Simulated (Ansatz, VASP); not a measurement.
Mo: VASP beside Ansatz

```
Mo
1.0
     2.73010    0.00000    0.00000
    -1.36505    2.36434    0.00000
     0.00000    0.00000    4.83929
Mo
2
Direct
  0.33333 0.66667 0.25000
  0.66667 0.33333 0.75000
```

Alike in both runs: functional PBEsol; k mesh 18 × 18 × 10; occupations gaussian, width 0.1 eV; no spin polarisation.

Ansatz relaxed the structure, and its values are those at the end. VASP's run is a single point on that final structure, the one shown.

```csv
,VASP,Ansatz
version,VASP 6.6.1,Ansatz 0.2.0
potentials or method,"VASP PAW PBE potentials, release 64 (Mo_sv), cutoff 500 eV","scalar-relativistic, plane waves, PAW"
valence electrons in the cell,28,28
```

```tsv
	VASP	Ansatz	Ansatz less VASP
gap on the k mesh at the Fermi level (eV)	none	none	-
pressure (GPa)	0.5	0.0	-0.50
```

VASP's potentials were made for PBE, not for PBEsol, and Ansatz warns of the same on its side. A gap of «none» marks a metal or a gap that the smearing closes. With one functional, cell and mesh, what is left measures potentials, basis and numerics.
